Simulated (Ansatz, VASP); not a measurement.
# GaN: VASP beside Ansatz

```
Ga N
1.0
     2.20415    2.20415    0.00000
    -2.20415    2.20415    0.00000
     0.00000    2.20415    2.29657
Ga N
1 1
Cartesian
  0.0000 0.0000 0.0000
  -1.1021 3.3062 1.1483
```

Change from the starting cell: film at in-plane strain -0.02.

Alike in both runs: task single point; functional PBEsol; k mesh 10 × 10 × 10; non-collinear spin, spin-orbit coupling.

|  | VASP | Ansatz |
| --- | --- | --- |
| version | VASP 6.6.1 | Ansatz 0.2.0 |
| potentials or method | VASP PAW PBE potentials, release 64 (Ga_d, N), cutoff 520 eV | all-electron LAPW |
| occupations | gaussian, width 0.01 eV | fixed |

```tsv
	VASP	Ansatz	Ansatz less VASP
pressure (GPa)	3.4	3.6	+0.23
traceless stress, the component that is largest in VASP (GPa)	-3.71	-3.69	+0.026
net moment per atom (μB)	0.00	0.00	0.000
```

VASP's potentials were made for PBE, not for PBEsol. Ansatz ran all-electron here, and VASP with PAW potentials.
